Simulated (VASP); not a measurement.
# KF (Carobbiite) (I4/mmm) in VASP: notebook

Runs on KF (Carobbiite). Level: r2SCAN. Tasks: single point.

Program: VASP 6.6.1. These are calculated values, not measurements. Logs are shortened: lines on timing, memory, paths and dates and some standing lists are left out, and cuts for length are marked.

## 1. The cell of the first run

The structure is tetragonal, space group I4/mmm (No. 139). Conventional cell: a = 3.723 Å, b = 3.723 Å, c = 5.341 Å, α = 90.00°, β = 90.00°, γ = 90.00°. Within 3.5 Å of K (site symmetry 4/mmm) lie 6 F at 2.63 to 2.67 Å. Within 3.5 Å of F (site symmetry 4/mmm) lie 6 K at 2.63 to 2.67 Å.

## 2. Single point, r2SCAN (in-plane strain -0.01, then relaxed in part)

POSCAR reads:

```
KF
1.0
    2.6322071914      2.6322071914      0.0000000000
   -2.6322071914      2.6322071914      0.0000000000
    0.0000000000      2.6322071914      2.6707280395
K F
1 1
Direct
    0.0000000000      0.0000000000      0.0000000000
    0.5000000000      0.5000000000      0.0000000000
```

INCAR.step1 reads:

```
SYSTEM = KF
PREC = Accurate ; ENCUT = 520
ISMEAR = 0 ; SIGMA = 0.01
LREAL = .False. ; LASPH = .True.
NELM = 60 ; NBANDS = 15
GGA = PE ; ALGO = Normal
EDIFF = 1E-4 ; LWAVE = .True.
LCHARG = .False.
```

INCAR.step2 reads:

```
SYSTEM = KF
PREC = Accurate ; ENCUT = 520
EDIFF = 1E-6 ; ISMEAR = 0
SIGMA = 0.01 ; LREAL = .False.
LASPH = .True. ; NELM = 60
ALGO = Normal ; ISIF = 2
LWAVE = .False. ; LCHARG = .True.
METAGGA = R2SCAN ; LMIXTAU = .True.
LELF = .True. ; LVHAR = .True.
NBANDS = 15 ; ISTART = 1
```

KPOINTS reads:

```
Automatic mesh
0
Gamma
  8 8 8
  0 0 0
```

Potentials or basis: VASP PAW PBE potentials, release 64 (K_sv, F).

Run with:

```bash
> cat potpaw_PBE.64/K_sv/POTCAR potpaw_PBE.64/F/POTCAR > POTCAR
> cp INCAR.step1 INCAR
> mpirun -np 1 vasp_std > vasp.out
> cp INCAR.step2 INCAR
> mpirun -np 1 vasp_std > vasp.out
```

OUTCAR:

```text
SYSTEM = KF
   PREC = Accurate
   ENCUT = 520
   EDIFF = 1E-6
   ISMEAR = 0
   LREAL = .False.
   LASPH = .True.
   NELM = 60
   ISIF = 2
   METAGGA = R2SCAN
   ISTART = 1

 ion  position               nearest neighbor table
   1  0.000  0.000  0.000-   2 2.63   2 2.63   2 2.63   2 2.63   2 2.67   2 2.67
   2  0.500  0.500  0.000-   1 2.63   1 2.63   1 2.63   1 2.63   1 2.67   1 2.67

  LATTYP: Found a body centered tetragonal cell.
 ALAT       =     3.7225031091
 C/A-ratio  =     1.4349097697

  Lattice vectors:

 A1 = (   2.6322071914,   0.0000000000,  -2.6707280395)
 A2 = (  -2.6322071914,   0.0000000000,  -2.6707280395)
 A3 = (   0.0000000000,   2.6322071914,   2.6707280395)

Analysis of symmetry for initial positions (statically):
=====================================================================
 Subroutine PRICEL returns:
 Original cell was already a primitive cell.

 Routine SETGRP: Setting up the symmetry group for a
 body centered tetragonal supercell.

 Subroutine GETGRP returns: Found 16 space group operations
 (whereof 16 operations were pure point group operations)
 out of a pool of 16 trial point group operations.

The static configuration has the point symmetry D_4h.

Analysis of symmetry for dynamics (positions and initial velocities):
=====================================================================
 Subroutine PRICEL returns:
 Original cell was already a primitive cell.

 Routine SETGRP: Setting up the symmetry group for a
 body centered tetragonal supercell.

 Subroutine GETGRP returns: Found 16 space group operations
 (whereof 16 operations were pure point group operations)
 out of a pool of 16 trial point group operations.

The dynamic configuration has the point symmetry D_4h.

 Subroutine INISYM returns: Found 16 space group operations
 (whereof 16 operations are pure point group operations),
 and found     1 'primitive' translations

----------------------------------------------------------------------------------------

                                     Primitive cell

  volume of cell :      37.0084

  direct lattice vectors                    reciprocal lattice vectors
     2.632207191  2.632207191  0.000000000     0.189954652  0.189954652 -0.187214869
    -2.632207191  2.632207191  0.000000000    -0.189954652  0.189954652 -0.187214869
     0.000000000  2.632207191  2.670728040     0.000000000  0.000000000  0.374429738

  length of vectors
     3.722503109  3.722503109  3.749840391     0.327436935  0.327436935  0.374429738

  position of ions in fractional coordinates (direct lattice)
     0.000000000  0.000000000  0.000000000
     0.500000000  0.500000000  0.000000000

  ion indices of the primitive-cell ions
   primitive index   ion index
                 1           1
                 2           2

----------------------------------------------------------------------------------------

 KPOINTS: Automatic mesh

Automatic generation of k-mesh.
 Grid dimensions read from file:
 generate k-points for:    8    8    8

 Generating k-lattice:

  Cartesian coordinates                     Fractional coordinates (reciprocal lattice)
     0.023744331  0.023744331 -0.023401859     0.125000000  0.000000000  0.000000000
    -0.023744331  0.023744331 -0.023401859     0.000000000  0.125000000  0.000000000
     0.000000000  0.000000000  0.046803717     0.000000000  0.000000000  0.125000000

  Length of vectors
     0.040929617  0.040929617  0.046803717

  Shift w.r.t. Gamma in fractional coordinates (k-lattice)
     0.000000000  0.000000000  0.000000000

 Subroutine IBZKPT returns following result:
 ===========================================

 Found     59 irreducible k-points:

 Following reciprocal coordinates:
            Coordinates               Weight
  0.000000  0.000000  0.000000      1.000000
  0.125000  0.000000 -0.000000      8.000000
  0.250000  0.000000 -0.000000      8.000000
  0.375000  0.000000 -0.000000      8.000000
  0.500000  0.000000 -0.000000      4.000000
  0.125000  0.125000 -0.000000      8.000000
[... 16 lines left out ...]
  0.250000  0.000000  0.125000      4.000000
  0.375000  0.000000  0.125000      8.000000
 [... further k-points ...]
   k-points           NKPTS =     59   k-points in BZ     NKDIM =     59   number of bands    NBANDS=     15
   number of dos      NEDOS =    301   number of ions     NIONS =      2
   total plane-waves  NPLWV =  21952
   dimension x,y,z NGX =    28 NGY =   28 NGZ =   28
   dimension x,y,z NGXF=    56 NGYF=   56 NGZF=   56
   ions per type =               1   1
   NGX,Y,Z   is equivalent  to a cutoff of  12.50, 12.50, 12.41 a.u.
   NGXF,Y,Z  is equivalent  to a cutoff of  25.01, 25.01, 24.83 a.u.
 SYSTEM =  KF
   PREC   = accura    normal or accurate (medium, high low for compatibility)
   ISTART =      1    job   : 0-new  1-cont  2-samecut
   ICHARG =      0    charge: 1-file 2-atom 10-const
   ISPIN  =      1    spin polarized calculation?
[... 58 lines left out ...]
 Fermi energy:        -3.1703229417

 k-point     1 :       0.0000    0.0000    0.0000
  band No.  band energies     occupation
      1     -30.3085      2.00000
      2     -23.0748      2.00000
      3     -12.7741      2.00000
      4     -12.7692      2.00000
      5     -12.7692      2.00000
      6      -3.2859      2.00000
      7      -3.2613      2.00000
      8      -3.2613      2.00000
      9       3.7234      0.00000
     10       8.2088      0.00000
     11       8.2957      0.00000
     12       8.2958      0.00000
     13      10.0957      0.00000
     14      10.2468      0.00000
     15      14.1300      0.00000

 k-point     2 :       0.1250    0.0000   -0.0000
  band No.  band energies     occupation
      1     -30.2926      2.00000
      2     -23.0898      2.00000
      3     -12.8145      2.00000
      4     -12.7788      2.00000
      5     -12.7734      2.00000
      6      -3.4091      2.00000
      7      -3.3302      2.00000
      8      -3.3177      2.00000
      9       4.1670      0.00000
     10       7.9642      0.00000
     11       8.4640      0.00000
     12       8.5178      0.00000
     13      10.2520      0.00000
     14      10.4013      0.00000
     15      14.9734      0.00000

 k-point     3 :       0.2500    0.0000   -0.0000
  band No.  band energies     occupation
      1     -30.2540      2.00000
      2     -23.1262      2.00000
      3     -12.9180      2.00000
      4     -12.7947      2.00000
      5     -12.7835      2.00000
      6      -3.7061      2.00000
      7      -3.4575      2.00000
      8      -3.4508      2.00000
      9       5.2655      0.00000
     10       7.5723      0.00000
     11       9.0222      0.00000
     12       9.0781      0.00000
     13      10.7348      0.00000
     14      10.8678      0.00000
     15      16.3077      0.00000

 k-point     4 :       0.3750    0.0000   -0.0000
  band No.  band energies     occupation
      1     -30.2148      2.00000
      2     -23.1631      2.00000
      3     -13.0203      2.00000
      4     -12.8103      2.00000
      5     -12.7932      2.00000
      6      -3.9669      2.00000
      7      -3.5801      2.00000
      8      -3.5801      2.00000
      9       6.2869      0.00000
     10       7.7406      0.00000
     11       9.5581      0.00000
     12       9.6344      0.00000
     13      11.5754      0.00000
     14      11.6559      0.00000
     15      15.2748      0.00000
[... 307 lines left out ...]
 k-point    22 :       0.0000    0.0000    0.1250
  band No.  band energies     occupation
      1     -30.2885      2.00000
      2     -23.0904      2.00000
      3     -12.8012      2.00000
      4     -12.8012      2.00000
      5     -12.8002      2.00000
      6      -3.5193      2.00000
      7      -3.2772      2.00000
      8      -3.2772      2.00000
      9       4.2909      0.00000
     10       7.6036      0.00000
     11       8.7200      0.00000
     12       8.7200      0.00000
     13      10.2616      0.00000
     14      10.4071      0.00000
     15      15.2116      0.00000

 k-point    23 :       0.2500    0.0000    0.1250
  band No.  band energies     occupation
      1     -30.2688      2.00000
      2     -23.1115      2.00000
      3     -12.8491      2.00000
      4     -12.8428      2.00000
      5     -12.7610      2.00000
      6      -3.6118      2.00000
      7      -3.4373      2.00000
      8      -3.3271      2.00000
      9       4.8050      0.00000
     10       7.5673      0.00000
     11       8.7660      0.00000
     12       8.9800      0.00000
     13      10.5368      0.00000
     14      10.6400      0.00000
     15      16.0307      0.00000

 k-point    24 :       0.3750    0.0000    0.1250
  band No.  band energies     occupation
      1     -30.2305      2.00000
      2     -23.1432      2.00000
      3     -12.9613      2.00000
      4     -12.8774      2.00000
      5     -12.7713      2.00000
      6      -3.8424      2.00000
      7      -3.5628      2.00000
      8      -3.4137      2.00000
      9       5.8916      0.00000
     10       7.3279      0.00000
     11       9.3591      0.00000
     12       9.4453      0.00000
     13      11.0696      0.00000
     14      11.3266      0.00000
     15      16.2502      0.00000

 [... further k-points ...]
[... 5 lines left out ...]
  --------------------------------------------------------------------------------------
  -------------------------------------------------------------------------------------
  Total        0.2116680      0.2116680     -0.0197799      0.0000000      0.0000000      0.0000000
  in kB        9.1635979      9.1635979     -0.8563182      0.0000000      0.0000000      0.0000000
  external PRESSURE =       5.8236258 kB  Pullay stress =       0.0000000 kB

 VOLUME and BASIS-vectors are now :
 -----------------------------------------------------------------------------
  energy-cutoff  :      520.00
  volume of cell :       37.01
      direct lattice vectors                 reciprocal lattice vectors
     2.632207191  2.632207191  0.000000000     0.189954652  0.189954652 -0.187214869
    -2.632207191  2.632207191  0.000000000    -0.189954652  0.189954652 -0.187214869
     0.000000000  2.632207191  2.670728040     0.000000000  0.000000000  0.374429738

 POSITION                                       TOTAL-FORCE (eV/Angst)
 -----------------------------------------------------------------------------------
      0.00000      0.00000      0.00000         0.000000     -0.000000      0.000000
      0.00000      2.63221      0.00000        -0.000000      0.000000      0.000000
 -----------------------------------------------------------------------------------
    total drift:                               -0.000000      0.000000      0.000000

  FREE ENERGIE OF THE ION-ELECTRON SYSTEM (eV)
  ---------------------------------------------------
  free  energy   TOTEN  =       -14.9700302650 eV

  energy  without entropy=      -14.9700302650  energy(sigma->0) =      -14.97003026
```

It took 3.3 min on 1 thread of Intel Xeon 8259CL, shared host; peak memory 0.18 GiB.

What came out:

```yaml
Free_energy: -14.9700 eV
Pressure: 0.6 GPa
Band_gap_on_the_k_mesh: 6.98 eV, direct
```

Levels at points of the mesh, in eV from the valence-band top:
```
           k point  band 6  band 7  band 8  band 9  band 10  band 11
(0.00, 0.00, 0.00)   -0.02    0.00    0.00    6.98    11.47    11.56
(0.50, 0.00, 0.00)   -0.81   -0.37   -0.37    9.80    11.47    13.02
(0.50, 0.50, 0.00)   -0.18   -0.07   -0.04    8.76    11.39    12.71
(0.00, 0.00, 0.50)   -0.22   -0.04   -0.04    8.82    11.39    12.58
```

Caveat: the cell differs from its parent crystal (in-plane strain -0.01, then relaxed in part); the PAW data sets were made with another functional, which shifts forces and pressure a little. A k mesh can miss the band edges.

## 3. Single point, r2SCAN (in-plane strain -0.01)

Edit POSCAR of step 2 so:

```diff
@@ -4,3 +4,3 @@
    -2.6322071914      2.6322071914      0.0000000000
-    0.0000000000      2.6322071914      2.6707280395
+    0.0000000000      2.6322071914      2.6747479137
 K F
```

INCAR.step1 reads:

```
SYSTEM = KF
  ALGO = Normal
  EDIFF = 1E-4
  ENCUT = 520
  GGA = PE
  ISMEAR = 0
  LASPH = .True.
  LCHARG = .False.
  LREAL = .False.
  LWAVE = .True.
  NBANDS = 15
  NELM = 100
  PREC = Accurate
  SIGMA = 0.01
```

INCAR.step2 reads:

```
SYSTEM = KF
  ALGO = Normal
  EDIFF = 1E-7
  ENCUT = 520
  ISIF = 2
  ISMEAR = 0
  ISTART = 1
  LASPH = .True.
  LCHARG = .False.
  LMIXTAU = .True.
  LREAL = .False.
  LWAVE = .False.
  METAGGA = R2SCAN
  NBANDS = 15
  NELM = 100
  PREC = Accurate
  SIGMA = 0.01
```

KPOINTS reads:

```
k-points
0
Gamma
  8 8 8
  0 0 0
```

Potentials or basis: VASP PAW PBE potentials, release 64 (K_sv, F).

Run with:

```bash
> cat potpaw_PBE.64/K_sv/POTCAR potpaw_PBE.64/F/POTCAR > POTCAR
> cp INCAR.step1 INCAR
> mpirun -np 1 vasp_std > vasp.out
> cp INCAR.step2 INCAR
> mpirun -np 1 vasp_std > vasp.out
```

Run time: 3.7 min. Hardware: 1 thread of Intel Xeon 8259CL, shared host; peak memory 0.18 GiB.

Results (log left out):

```
Free energy            : -14.9701 eV
Pressure               : 0.5 GPa
Band gap on the k mesh : 6.98 eV, direct
```

Stress tensor (GPa, compression positive):
```
 0.89  0.00  0.00
 0.00  0.89  0.00
 0.00  0.00 -0.20
```

Levels at points of the mesh, in eV from the valence-band top:
| k point | band 6 | band 7 | band 8 | band 9 | band 10 | band 11 |
| --- | --- | --- | --- | --- | --- | --- |
| (0.00, 0.00, 0.00) | -0.03 | 0.00 | 0.00 | 6.98 | 11.46 | 11.56 |
| (0.50, 0.00, 0.00) | -0.80 | -0.37 | -0.37 | 9.79 | 11.46 | 13.00 |
| (0.50, 0.50, 0.00) | -0.18 | -0.08 | -0.04 | 8.76 | 11.38 | 12.70 |
| (0.00, 0.00, 0.50) | -0.23 | -0.04 | -0.04 | 8.82 | 11.38 | 12.56 |

Caveat: the cell differs from its parent crystal (in-plane strain -0.01); the PAW data sets were made with another functional, which shifts forces and pressure a little. A k mesh can miss the band edges.

## 4. Single point, r2SCAN (in-plane strain -0.005, then relaxed in part)

POSCAR reads:

```
KF
1.0
    2.6455011671      2.6455011671      0.0000000000
   -2.6455011671      2.6455011671      0.0000000000
    0.0000000000      2.6455011671      2.6648816872
K F
1 1
Direct
    0.0000000000      0.0000000000      0.0000000000
    0.5000000000      0.5000000000      0.0000000000
```

INCAR.step1 reads:

```
SYSTEM = KF
ALGO = Normal ; EDIFF = 1E-4
ENCUT = 520 ; GGA = PE
ISMEAR = 0 ; LASPH = .TRUE.
LCHARG = .FALSE. ; LREAL = .FALSE.
LWAVE = .TRUE. ; NBANDS = 15
NELM = 80 ; PREC = Accurate
SIGMA = 0.01
```

INCAR.step2 reads:

```
SYSTEM = KF
ALGO = Normal ; EDIFF = 1E-6
ENCUT = 520 ; ISIF = 2
ISMEAR = 0 ; ISTART = 1
LASPH = .TRUE. ; LCHARG = .FALSE.
LMIXTAU = .TRUE. ; LREAL = .FALSE.
LWAVE = .FALSE. ; METAGGA = R2SCAN
NBANDS = 15 ; NELM = 80
PREC = Accurate ; SIGMA = 0.01
```

KPOINTS reads:

```
k-points
0
G
  8 8 8
  0 0 0
```

Run with:

```bash
> cat potpaw_PBE.64/K_sv/POTCAR potpaw_PBE.64/F/POTCAR > POTCAR
> cp INCAR.step1 INCAR
> mpirun -np 1 vasp_std > vasp.out
> cp INCAR.step2 INCAR
> mpirun -np 1 vasp_std > vasp.out
```

It took 3.1 min on 1 thread of Intel Xeon 8259CL, shared host; peak memory 0.18 GiB.

The run converged. Its results:

```yaml
Free_energy: -14.9721 eV
Pressure: 0.3 GPa
Band_gap_on_the_k_mesh: 6.95 eV, direct
```

Stress tensor (GPa, compression positive):
```
 0.43  0.00  0.00
 0.00  0.43  0.00
 0.00  0.00 -0.06
```

Levels at points of the mesh, in eV from the valence-band top:
```
           k point  band 4  band 5  band 6  band 7  band 8  band 9  band 10  band 11  band 12  band 13
(0.00, 0.00, 0.00)   -9.53   -9.53   -0.01    0.00    0.00    6.95    11.48    11.52    11.52    13.36
(0.50, 0.00, 0.00)   -9.57   -9.56   -0.79   -0.36   -0.36    9.77    11.41    13.00    13.05    15.42
(0.50, 0.50, 0.00)   -9.76   -9.76   -0.19   -0.06   -0.05    8.77    11.35    12.63    14.74    15.23
(0.00, 0.00, 0.50)   -9.75   -9.75   -0.21   -0.05   -0.05    8.80    11.35    12.56    14.75    15.26
```

Caveat: the cell differs from its parent crystal (in-plane strain -0.005, then relaxed in part); the PAW data sets were made with another functional, which shifts forces and pressure a little. A k mesh can miss the band edges.

## 5. Single point, r2SCAN (in-plane strain -0.005)

Edit POSCAR of step 4 so:

```diff
@@ -4,3 +4,3 @@
    -2.6455011671      2.6455011671      0.0000000000
-    0.0000000000      2.6455011671      2.6648816872
+    0.0000000000      2.6455011671      2.6667715282
 K F
```

INCAR.step1 reads:

```
PREC     = Accurate       # precision mode
ENCUT    = 520            # plane-wave cutoff, eV
ISMEAR   = 0              # smearing method
SIGMA    = 0.01           # smearing width, eV
LREAL    = F              # projectors in reciprocal space
LASPH    = T              # aspherical terms in the spheres
NELM     = 100            # most SCF steps
NBANDS   = 15             # bands
GGA      = PE             # functional
ALGO     = Normal         # electronic algorithm
EDIFF    = 1E-4           # SCF threshold, eV
LWAVE    = T              # write WAVECAR
LCHARG   = F              # write CHGCAR
```

INCAR.step2 reads:

```
PREC     = Accurate       # precision mode
ENCUT    = 520            # plane-wave cutoff, eV
EDIFF    = 1E-6           # SCF threshold, eV
ISMEAR   = 0              # smearing method
SIGMA    = 0.01           # smearing width, eV
LREAL    = F              # projectors in reciprocal space
LASPH    = T              # aspherical terms in the spheres
NELM     = 100            # most SCF steps
ALGO     = Normal         # electronic algorithm
ISIF     = 2              # what is computed and relaxed
LWAVE    = F              # write WAVECAR
LCHARG   = T              # write CHGCAR
METAGGA  = R2SCAN         # meta-GGA
LMIXTAU  = T            
LELF     = T              # ELF
LVHAR    = T            
NBANDS   = 15             # bands
ISTART   = 1
```

KPOINTS reads:

```
Automatic mesh
0
Gamma
  8 8 8
```

Run with:

```bash
> cat potpaw_PBE.64/K_sv/POTCAR potpaw_PBE.64/F/POTCAR > POTCAR
> cp INCAR.step1 INCAR
> mpirun -np 1 vasp_std > vasp.out
> cp INCAR.step2 INCAR
> mpirun -np 1 vasp_std > vasp.out
```

It took 3 min on 1 thread of Intel Xeon 8259CL, shared host; peak memory 0.18 GiB.

It converged, with:

```yaml
Free_energy: -14.9721 eV
Pressure: 0.2 GPa
Band_gap_on_the_k_mesh: 6.94 eV, direct
```

Stress tensor (GPa, compression positive):
```
 0.42  0.00  0.00
 0.00  0.42  0.00
 0.00  0.00 -0.12
```

Levels at points of the mesh, in eV from the valence-band top:
```tsv
k point	band 6	band 7	band 8	band 9	band 10	band 11
(0.00, 0.00, 0.00)	-0.01	0.00	0.00	6.94	11.48	11.52
(0.50, 0.00, 0.00)	-0.79	-0.36	-0.36	9.77	11.41	13.00
(0.50, 0.50, 0.00)	-0.19	-0.06	-0.05	8.77	11.34	12.62
(0.00, 0.00, 0.50)	-0.21	-0.05	-0.05	8.80	11.34	12.55
```

Caveat: the cell differs from its parent crystal (in-plane strain -0.005); the PAW data sets were made with another functional, which shifts forces and pressure a little. A k mesh can miss the band edges.

## 6. Summary

```tsv
cell	gap on the mesh (eV)	pressure (GPa)
a = 3.723, b = 3.723, c = 3.750 Å, angles 60.2, 60.2, 90.0°, 2 atoms	6.98	0.6
a = 3.723, b = 3.723, c = 3.753 Å, angles 60.3, 60.3, 90.0°, 2 atoms	6.98	0.5
a = 3.741, b = 3.741, c = 3.755 Å, angles 60.1, 60.1, 90.0°, 2 atoms	6.95	0.3
a = 3.741, b = 3.741, c = 3.756 Å, angles 60.1, 60.1, 90.0°, 2 atoms	6.94	0.2
```

Alike in all rows: task single point; level r2SCAN; potentials or basis VASP PAW PBE potentials, release 64 (K_sv, F); no spin polarisation; k mesh 8 × 8 × 8; cutoff (eV) 520; smearing gaussian 0.01 eV.

Caveats: the PAW data sets were made with another functional, which shifts forces and pressure a little.

Absolute energies hang on the potentials; compare differences alone.
